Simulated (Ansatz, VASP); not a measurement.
# K: VASP beside Ansatz

The input POSCAR:

```
K
1.0
   -2.6125000000      2.6125000000      2.6125000000
    2.6125000000     -2.6125000000      2.6125000000
    2.6125000000      2.6125000000     -2.6125000000
K
1
Direct
    0.0000000000      0.0000000000      0.0000000000
```

INCAR.step1

```
PREC = Accurate
ENCUT = 520
ISMEAR = 0
SIGMA = 0.1
LREAL = F
LASPH = T
NELM = 60
NBANDS = 10
GGA = PE
ALGO = Normal
EDIFF = 1E-4
LWAVE = T
LCHARG = F
```

File INCAR.step2:

```
PREC = Accurate
ENCUT = 520
EDIFF = 1E-6
ISMEAR = 0
SIGMA = 0.1
LREAL = F
LASPH = T
NELM = 60
ALGO = Normal
ISIF = 2
LWAVE = F
LCHARG = F
METAGGA = R2SCAN
LMIXTAU = T
NBANDS = 10
ISTART = 1
```

File KPOINTS:

```
Automatic mesh
0
Gamma
  6 6 6
```

Input for Ansatz:

```yaml
crystal:
  lattice:
    - [-2.6125, 2.6125, 2.6125]
    - [2.6125, -2.6125, 2.6125]
    - [2.6125, 2.6125, -2.6125]
  atoms:
    - { symbol: K, position: [0.0, 0.0, 0.0] }
basis:
  ecutwfc: 500
kpoints:
  mp_grid: { grid: [6, 6, 6] }
hamiltonian:
  xc: r2scan
scf:
  occupations: { method: gaussian, width: 0.1 }
output:
  forces: true
  stress: true
  eigenvalues: true
```

Alike in both runs: task single point; functional r2SCAN; k mesh 6 × 6 × 6; occupations gaussian, width 0.1 eV; no spin polarisation.

|  | VASP | Ansatz |
| --- | --- | --- |
| version | VASP 6.6.1 | Ansatz 0.2.0 |
| potentials or method | VASP PAW PBE potentials, release 64 (K_sv), cutoff 520 eV | scalar-relativistic, plane waves, PAW |
| valence electrons in the cell | 9 | 9 |

```tsv
	VASP	Ansatz	Ansatz less VASP
gap on the k mesh at the Fermi level (eV)	none	none	-
pressure (GPa)	0.3	0.3	+0.03
```

VASP's potentials were made for PBE, not for r2SCAN. A gap of «none» marks a metal or a gap that the smearing closes. The functional is the same, so the differences come from potentials, cutoffs and numerics.
